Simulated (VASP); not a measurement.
BaTiO3:

```xyz
5
Lattice="4.0060 0.0000 0.0000 0.0000 4.0060 0.0000 0.0000 0.0000 4.0060" Properties=species:S:1:pos:R:3 pbc="T T T"
Ba    2.0030    2.0030    2.0030
Ti    0.0000    0.0000    0.0000
O     2.0030    0.0000    0.0000
O     0.0000    2.0030    0.0000
O     0.0000    0.0000    2.0030
```

Program: VASP 6.6.1. Alike in all runs: task single point; level PBE+U; potentials or basis VASP PAW PBE potentials, release 64 (Ba_sv, Ti_sv, O); no spin polarisation; cell as given; k mesh 6 × 6 × 6; cutoff (eV) 520; smearing gaussian 0.01 eV.

Task: Order these runs on this cell by their band gap on the k mesh, lowest first.
A. U Ti d U = 6.0 eV
B. U Ti d U = 4.0 eV
C. U Ti d U = 2.0 eV
D. U Ti d U = 8.0 eV

Result: C (1.96 eV), B (2.21 eV), A (2.48 eV), D (2.76 eV).

Caveats: spin-orbit coupling is left out, which moves the levels of the heavy elements.

A k mesh can miss the band edges.
